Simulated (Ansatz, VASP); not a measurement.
## Co: VASP beside Ansatz

INCAR

```
SYSTEM = Co
ALGO = Normal ; EDIFF = 1E-6
ENCUT = 520 ; GGA = PE
ISIF = 2 ; ISMEAR = -1
ISPIN = 2 ; LASPH = .True.
LCHARG = .False. ; LMAXMIX = 4
LORBIT = 11 ; LREAL = .False.
LWAVE = .False. ; MAGMOM = 1.7
NBANDS = 14 ; NELM = 150
PREC = Accurate ; SIGMA = 0.1
```

File KPOINTS:

```
k-points
0
Gamma
  18 18 17
  0 0 0
```

Contents of POSCAR:

```
Co
1.0
    2.3867169088      0.0000000000      0.0000000000
   -1.1933584544      2.0669574746      0.0000000000
    0.0000000000      0.0000000000      2.2418192640
Co
1
Direct
    0.0000000000      0.0000000000      0.0000000000
```

Input for Ansatz:

```yaml
crystal:
  lattice:
    - [2.3867169088, 0.0, 0.0]
    - [-1.1933584544, 2.0669574746, 0.0]
    - [0.0, 0.0, 2.241819264]
  atoms:
    - { symbol: Co, position: [0.0, 0.0, 0.0], spin: 1.7 }
magnetization:
  spin_polarized: true
kpoints:
  mp_grid: { grid: [18, 18, 17] }
scf:
  occupations: { method: fermi_dirac, width: 0.1 }
hamiltonian:
  xc: pbe
  pseudopotentials: { kind: paw }
output:
  forces: true
  stress: true
  eigenvalues: true
  populations: true
```

Change from the starting cell: volume scaled by 0.92, PAW files.

Alike in both runs: task single point; functional PBE; k mesh 18 × 18 × 17; occupations fermi-dirac, width 0.1 eV; collinear spin.

```csv
,VASP,Ansatz
version,VASP 6.6.1,Ansatz 0.2.0
potentials or method,"VASP PAW PBE potentials, release 64 (Co)","PAW with Ansatz's default frozen-core files, scalar-relativistic"
plane-wave cutoff (eV),520,420
valence electrons in the cell,9,17
```

```csv
,VASP,Ansatz,Ansatz less VASP
pressure (GPa),14.4,15.5,+1.08
"traceless stress, the component that is largest in VASP (GPa)",-0.31,-0.01,+0.305
net moment per atom (μB),1.62,1.62,+0.007
size of the moment on the site where the two differ most (μB),1.62,1.63,+0.014
```

Site moments also hang on the region over which each program counts them. VASP's potentials hold 9 valence electrons a cell and Ansatz's 17, so a difference there can come from the potentials and not from the codes.
